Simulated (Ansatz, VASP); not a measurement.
Two plane-wave programs on Tl

Contents of INCAR:

```
SYSTEM = Tl
PREC = Accurate
ENCUT = 520
EDIFF = 1E-6
ISMEAR = -1
SIGMA = 0.1
LREAL = .False.
LASPH = .True.
NELM = 60
ALGO = Normal
ISIF = 2
LWAVE = .False.
LCHARG = .False.
GGA = RE
NBANDS = 20
```

File KPOINTS:

```
regular mesh
0
Gamma
  12 12 12
  0 0 0
```

Contents of POSCAR:

```
Tl
1.0
    0.0000000000      3.5385438438      3.5385438438
    3.5385438438      0.0000000000      3.5385438438
    3.5385438438      3.5385438438      0.0000000000
Tl
2
Direct
    0.1250000000      0.1250000000      0.1250000000
    0.8750000000      0.8750000000      0.8750000000
```

Input for Ansatz:

```yaml
crystal:
  lattice:
    - [0.0, 3.5385438438, 3.5385438438]
    - [3.5385438438, 0.0, 3.5385438438]
    - [3.5385438438, 3.5385438438, 0.0]
  atoms:
    - { symbol: Tl, position: [0.125, 0.125, 0.125] }
    - { symbol: Tl, position: [0.875, 0.875, 0.875] }
hamiltonian:
  xc: revpbe
  pseudopotentials:
    kind: paw
    azcp:
      Tl: "pseudopotentials/Tl.paw.azcp"
basis:
  ecutwfc: 420
  fft_grid_basis: typed
kpoints:
  mp_grid: { grid: [12, 12, 12], shift: [0, 0, 0] }
magnetization:
  spin_polarized: false
scf:
  occupations: { method: fermi_dirac, width: 0.1 }
output:
  stress: true
```

Alike in both runs: task single point; functional revPBE; k mesh 12 × 12 × 12; occupations fermi-dirac, width 0.1 eV; no spin polarisation.

|  | VASP | Ansatz |
| --- | --- | --- |
| version | VASP 6.6.1 | Ansatz 0.2.0 |
| potentials or method | VASP PAW PBE potentials, release 64 (Tl_d), cutoff 520 eV | plane waves (420 eV) with PAW, scalar-relativistic |
| valence electrons in the cell | 26 | 26 |

```csv
,VASP,Ansatz,Ansatz less VASP
pressure (GPa),1.1,1.1,+0.04
```

VASP's potentials were made for PBE, not for revPBE.

Neither program's run includes spin-orbit coupling.
